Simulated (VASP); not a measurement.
# Ge (Fd-3m) in VASP: further runs, part 2 of 3

VASP 6.6.1. Earlier steps stand in the parts before.

## Step 3: Relaxation of cell and atoms, PBE, target pressure 30 GPa, at which the enthalpy is minimised

Input file INCAR:

```
SYSTEM = Ge
PREC = Accurate
ENCUT = 600
EDIFF = 1E-6
ISMEAR = -1
SIGMA = 0.02
LREAL = .FALSE.
LASPH = .TRUE.
NELM = 80
ALGO = Normal
ISIF = 3
LWAVE = .FALSE.
LCHARG = .FALSE.
GGA = PE
IBRION = 2
NSW = 50
EDIFFG = -0.02
PSTRESS = 300.0
```

Input file KPOINTS:

```
regular mesh
0
G
  6 6 6
  0 0 0
```

Input file POSCAR:

```
Ge
1.0
    0.0000000000      2.8289100000      2.8289100000
    2.8289100000      0.0000000000      2.8289100000
    2.8289100000      2.8289100000      0.0000000000
Ge
2
Direct
    0.0000000000      0.0000000000      0.0000000000
    0.2500000000      0.2500000000      0.2500000000
```

Potentials or basis: VASP PAW PBE potentials, release 64 (Ge_d).

Run with:

```bash
> cat potpaw_PBE.64/Ge_d/POTCAR > POTCAR
> mpirun -np 1 vasp_std > vasp.out
```

OUTCAR:

```text
SYSTEM = Ge
   PREC = Accurate
   ENCUT = 600
   EDIFF = 1E-6
   ISMEAR = -1
   LREAL = .FALSE.
   LASPH = .TRUE.
   NELM = 80
   ISIF = 3
   GGA = PE
   IBRION = 2
   NSW = 50
   EDIFFG = -0.02
   PSTRESS = 300.0

 ion  position               nearest neighbor table
   1  0.000  0.000  0.000-   2 2.45   2 2.45   2 2.45   2 2.45
   2  0.250  0.250  0.250-   1 2.45   1 2.45   1 2.45   1 2.45

  LATTYP: Found a face centered cubic cell.
 ALAT       =     5.6578200000

  Lattice vectors:

 A1 = (   0.0000000000,   2.8289100000,   2.8289100000)
 A2 = (   2.8289100000,   0.0000000000,   2.8289100000)
 A3 = (   2.8289100000,   2.8289100000,   0.0000000000)

Analysis of symmetry for initial positions (statically):
=====================================================================
 Subroutine PRICEL returns:
 Original cell was already a primitive cell.

 Routine SETGRP: Setting up the symmetry group for a
 face centered cubic supercell.

 Subroutine GETGRP returns: Found 48 space group operations
 (whereof 24 operations were pure point group operations)
 out of a pool of 48 trial point group operations.

The static configuration has the point symmetry T_d .
 The point group associated with its full space group is O_h .

Analysis of symmetry for dynamics (positions and initial velocities):
=====================================================================
 Subroutine PRICEL returns:
 Original cell was already a primitive cell.

 Routine SETGRP: Setting up the symmetry group for a
 face centered cubic supercell.

 Subroutine GETGRP returns: Found 48 space group operations
 (whereof 24 operations were pure point group operations)
 out of a pool of 48 trial point group operations.

The dynamic configuration has the point symmetry T_d .
 The point group associated with its full space group is O_h .

 Subroutine INISYM returns: Found 48 space group operations
 (whereof 24 operations are pure point group operations),
 and found     1 'primitive' translations

----------------------------------------------------------------------------------------

                                     Primitive cell

  volume of cell :      45.2780

  direct lattice vectors                    reciprocal lattice vectors
     0.000000000  2.828910000  2.828910000    -0.176746521  0.176746521  0.176746521
     2.828910000  0.000000000  2.828910000     0.176746521 -0.176746521  0.176746521
     2.828910000  2.828910000  0.000000000     0.176746521  0.176746521 -0.176746521

  length of vectors
     4.000682889  4.000682889  4.000682889     0.306133954  0.306133954  0.306133954

  position of ions in fractional coordinates (direct lattice)
     0.000000000  0.000000000  0.000000000
     0.250000000  0.250000000  0.250000000

  ion indices of the primitive-cell ions
   primitive index   ion index
                 1           1
                 2           2

----------------------------------------------------------------------------------------

 KPOINTS: regular mesh

Automatic generation of k-mesh.
 Grid dimensions read from file:
 generate k-points for:    6    6    6

 Generating k-lattice:

  Cartesian coordinates                     Fractional coordinates (reciprocal lattice)
    -0.029457753  0.029457753  0.029457753     0.166666667  0.000000000  0.000000000
     0.029457753 -0.029457753  0.029457753     0.000000000  0.166666667  0.000000000
     0.029457753  0.029457753 -0.029457753     0.000000000  0.000000000  0.166666667

  Length of vectors
     0.051022326  0.051022326  0.051022326

  Shift w.r.t. Gamma in fractional coordinates (k-lattice)
     0.000000000  0.000000000  0.000000000

 Subroutine IBZKPT returns following result:
 ===========================================

 Found     16 irreducible k-points:

 Following reciprocal coordinates:
            Coordinates               Weight
  0.000000  0.000000  0.000000      1.000000
  0.166667  0.000000  0.000000      8.000000
  0.333333  0.000000  0.000000      8.000000
  0.500000  0.000000  0.000000      4.000000
  0.166667  0.166667  0.000000      6.000000
  0.333333  0.166667  0.000000     24.000000
[... 8 lines left out ...]
 -0.333333  0.333333  0.166667     24.000000
 -0.333333  0.500000  0.166667     12.000000
   k-points           NKPTS =     16   k-points in BZ     NKDIM =     16   number of bands    NBANDS=     18
   number of dos      NEDOS =    301   number of ions     NIONS =      2
   total plane-waves  NPLWV =  32768
   dimension x,y,z NGX =    32 NGY =   32 NGZ =   32
   dimension x,y,z NGXF=    64 NGYF=   64 NGZF=   64
   ions per type =               2
   NGX,Y,Z   is equivalent  to a cutoff of  13.30, 13.30, 13.30 a.u.
   NGXF,Y,Z  is equivalent  to a cutoff of  26.59, 26.59, 26.59 a.u.
 SYSTEM =  Ge
   PREC   = accura    normal or accurate (medium, high low for compatibility)
   ISTART =      0    job   : 0-new  1-cont  2-samecut
   ICHARG =      2    charge: 1-file 2-atom 10-const
   ISPIN  =      1    spin polarized calculation?
   LNONCOLLINEAR =      F non collinear calculations
   LSORBIT =      F    spin-orbit coupling
   LASPH  =      T    aspherical Exc in radial PAW
   ENCUT  =  600.0 eV  44.10 Ry    6.64 a.u.   7.99  7.99  7.99*2*pi/ulx,y,z
   NELM   =     80;   NELMIN=  2; NELMDL= -5     # of ELM steps
   EDIFF  = 0.1E-05   stopping-criterion for ELM
   LREAL  =      F    real-space projection
   EDIFFG = -.2E-01   stopping-criterion for IOM
   NSW    =     50    number of steps for IOM
   IBRION =      2    ionic relax: 0-MD 1-quasi-New 2-CG
   NFREE  =      1    steps in history (QN), initial steepest desc. (CG)
   ISIF   =      3    stress and relaxation
   ISYM   =      2    0-nonsym 1-usesym 2-fastsym
   POTIM  = 0.5000    time-step for ionic-motion
   TEBEG  =    0.0;   TEEND  =   0.0 temperature during run
   PSTRESS=  300.0 pullay stress
   NELECT =      28.0000    total number of electrons
   NUPDOWN=      -1.0000    fix difference up-down
   EMIN   =  10.00;   EMAX   =-10.00  energy-range for DOS
   EFERMI =   0.00;   METHOD = LEGACY
   ISMEAR =    -1;   SIGMA  =   0.02  broadening in eV -4-tet -1-fermi 0-gaus
   EFERMI_NEDOS =   21; number of points for ismear=-14 and -15
   IALGO  =     38    algorithm
   IMIX   =      4    mixing-type and parameters
     AMIX     =   0.40;   BMIX     =  1.00
     AMIX_MAG =   1.60;   BMIX_MAG =  1.00
  volume/ion in A,a.u.               =      22.64       152.78
  Fermi-wavevector in a.u.,A,eV,Ry     =   1.394756  2.635708 26.468033  1.945346
  Thomas-Fermi vector in A             =   2.518275
   LORBIT       =      0    0 simple, 1 ext, 2 COOP (PROOUT), +10 PAW based schemes
   GGA     = PE    functional components
   LHFCALC =     F    Hartree Fock is set to
   AEXX    =    0.0000 exact exchange contribution
   IVDW    =     0    specifies the selected vdW correction
   LEPSILON=     F    determine dielectric tensor
   LRPA    =     F    only Hartree local field effects (RPA)
 conjugate gradient relaxation of ions
 non-spin polarized calculation
  energy-cutoff  :      600.00
  volume of cell :       45.28
 maximum number of plane-waves:      1527
   NGX = 15   NGY = 15   NGZ = 15

--------------------------------------- Ionic step        1  -------------------------------------------

 number of electron      28.0000013 magnetization

 Free energy of the ion-electron system (eV)
  ---------------------------------------------------
  ext. energy  EPLUGINS =         0.00000000
  ---------------------------------------------------
  free energy    TOTEN  =        -8.96508346 eV

  energy without entropy =       -8.96470926  energy(sigma->0) =       -8.96489636

 E-fermi :   5.0356     XC(G=0):  -9.9172

 val. band max:        5.0021457345   @ k =   0.0000   0.0000   0.0000
 cond. band min:       5.0377423368   @ k =   0.0000   0.0000   0.0000
 fundamental gap:      0.0355966023
 Fermi energy:         5.0355606937

 k-point     1 :       0.0000    0.0000    0.0000
  band No.  band energies     occupation
      1     -19.8104      2.00000
      2     -19.8104      2.00000
      3     -19.8104      2.00000
      4     -19.7744      2.00000
      5     -19.7744      2.00000
      6     -19.5638      2.00000
[... 10 lines left out ...]
     17       7.5529      0.00000
     18       7.5529      0.00000
[... 348 lines left out ...]
  enthalpy is  TOTEN    =        -0.4869927193 eV   P V=        8.4780907427

--------------------------------------- Ionic step        2  -------------------------------------------

 number of electron      27.9999996 magnetization

 E-fermi :  12.4323     XC(G=0): -13.1214

 val. band max:       12.0507953192   @ k =   0.1667   0.0000   0.0000
 cond. band min:      12.4326410080   @ k =   0.5000   0.5000   0.0000
 fundamental gap:      0.3818456888
 Fermi energy:        12.4323398301

 k-point     1 :       0.0000    0.0000    0.0000
  band No.  band energies     occupation
      1     -14.0426      2.00000
      2     -14.0426      2.00000
      3     -14.0426      2.00000
      4     -13.9431      2.00000
      5     -13.9431      2.00000
      6     -13.0910      2.00000
[... 10 lines left out ...]
     17      15.5631      0.00000
     18      19.3878      0.00000
[... 538 lines left out ...]
  enthalpy is  TOTEN    =        -1.3401189277 eV   P V=        6.8541215583

--------------------------------------- Ionic step        8  -------------------------------------------

 number of electron      27.9999991 magnetization

 Free energy of the ion-electron system (eV)
  ---------------------------------------------------
  ext. energy  EPLUGINS =         0.00000000
  ---------------------------------------------------
  free energy    TOTEN  =        -8.19345424 eV

  energy without entropy =       -8.19345035  energy(sigma->0) =       -8.19345229

 E-fermi :   7.4985     XC(G=0): -10.9714

 val. band max:        7.3406491636   @ k =   0.0000   0.0000   0.0000
 cond. band min:       7.6714802567   @ k =   0.3333   0.3333   0.0000
 fundamental gap:      0.3308310931
 Fermi energy:         7.4984728172

 k-point     1 :       0.0000    0.0000    0.0000
  band No.  band energies     occupation
      1     -17.9272      2.00000
      2     -17.9272      2.00000
      3     -17.9272      2.00000
      4     -17.8719      2.00000
      5     -17.8719      2.00000
      6     -17.5145      2.00000
[... 10 lines left out ...]
     17       9.9329      0.00000
     18       9.9329      0.00000
[... 342 lines left out ...]
  FREE ENERGIE OF THE ION-ELECTRON SYSTEM (eV)
  ---------------------------------------------------
  free  energy   TOTEN  =        -8.1934542353 eV

  energy  without entropy=       -8.1934503486  energy(sigma->0) =       -8.19345229

  enthalpy is  TOTEN    =        -1.3401291871 eV   P V=        6.8533250482

 reached required accuracy - stopping structural energy minimisation
```

OSZICAR:

```text
N       E                     dE             d eps       ncg     rms          rms(c)
DAV:   1     0.169813493015E+03    0.16981E+03   -0.16992E+04   592   0.459E+03
DAV:   2     0.129883504200E+02   -0.15683E+03   -0.15450E+03   576   0.584E+02
DAV:   3    -0.836686977746E+01   -0.21355E+02   -0.21155E+02   630   0.154E+02
DAV:   4    -0.904383633319E+01   -0.67697E+00   -0.67550E+00   672   0.318E+01
[... 64 lines left out ...]
   7 F= -.13401189E+01 E0= -.13401170E+01  d E =-.672885E-05
       N       E                     dE             d eps       ncg     rms          rms(c)
DAV:   1    -0.819345826285E+01    0.78261E-03   -0.55908E-05   702   0.179E-01    0.121E-02
DAV:   2    -0.819345508617E+01    0.31767E-05   -0.29849E-06   522   0.447E-02    0.635E-03
DAV:   3    -0.819345423534E+01    0.85082E-06   -0.26189E-06   500   0.264E-02
   8 F= -.13401292E+01 E0= -.13401272E+01  d E =-.169883E-04
```

CONTCAR:

```text
Ge
   1.00000000000000
    -0.0000000000000000    2.6352402844785714    2.6352402844785709
     2.6352402844785714    0.0000000000000000    2.6352402844785709
     2.6352402844785714    2.6352402844785714    0.0000000000000000
  Ge
     2
Direct
     0.0000000000000000    0.0000000000000000    0.0000000000000000
     0.2500000000000000    0.2500000000000000    0.2500000000000000

  0.00000000E+00  0.00000000E+00  0.00000000E+00
  0.00000000E+00  0.00000000E+00  0.00000000E+00
```

Wall time 43 s (1 thread of Intel Xeon Platinum 8559C (Emerald Rapids), shared host); peak memory 0.19 GiB.

What came out:

- Free energy: -8.1935 eV
- Relaxed volume: 18.30 Å³/atom
- Relaxed cell: a = 3.727 Å, b = 3.727 Å, c = 3.727 Å, α = 60.00°, β = 60.00°, γ = 60.00°
- Space group after relaxing (to 0.05 Å): Fd-3m (No. 227)
- Energy change on relaxing (the enthalpy is what falls): +385.8 meV/atom
- Ionic steps: 8
- Pressure after relaxing: 29.8 GPa
- Band gap on the k mesh: 0.33 eV, indirect (least direct gap 2.13 eV)

The path:
| step | energy change (eV) | largest force (eV/Å) | pressure (GPa) | volume (Å³) |
| --- | --- | --- | --- | --- |
| 1 | 0.0000 | 0.0000 | 3.54 | 45.28 |
| 2 | 6.7013 | 0.0000 | 171.08 | 24.93 |
| 3 | 0.6281 | 0.0000 | 25.90 | 37.43 |
| 4 | 0.7281 | 0.0000 | 28.30 | 36.84 |
| 5 | 0.8011 | 0.0000 | 30.30 | 36.44 |
| 6 | 0.7703 | 0.0000 | 29.59 | 36.61 |
| 7 | 0.7708 | 0.0000 | 29.75 | 36.61 |
| 8 | 0.7716 | 0.0000 | 29.84 | 36.60 |

Final structure:
```cif
data_structure
_symmetry_space_group_name_H-M 'P 1'
_symmetry_Int_Tables_number 1
_cell_length_a 3.7268
_cell_length_b 3.7268
_cell_length_c 3.7268
_cell_angle_alpha 60.000
_cell_angle_beta 60.000
_cell_angle_gamma 60.000
_cell_volume 36.60
loop_
_atom_site_label
_atom_site_type_symbol
_atom_site_fract_x
_atom_site_fract_y
_atom_site_fract_z
_atom_site_occupancy
Ge1 Ge 0.00000 0.00000 0.00000 1
Ge2 Ge 0.25000 0.25000 0.25000 1
```

Levels at points of the mesh, in eV from the valence-band top:
| k point | band 12 | band 13 | band 14 | band 15 | band 16 | band 17 |
| --- | --- | --- | --- | --- | --- | --- |
| (0.00, 0.00, 0.00) | 0.00 | 0.00 | 0.00 | 2.13 | 2.59 | 2.59 |
| (0.50, 0.00, 0.00) | -8.82 | -1.78 | -1.78 | 0.91 | 3.78 | 3.78 |
| (0.50, 0.50, 0.00) | -9.84 | -3.92 | -3.92 | 0.38 | 0.38 | 11.38 |

Caveat: the cell is relaxed towards a set pressure, so the enthalpy falls and the energy may rise; the volume moved by over 15 % at a fixed basis, so the end points are rough.

(Part 2 of 3 ends here.)
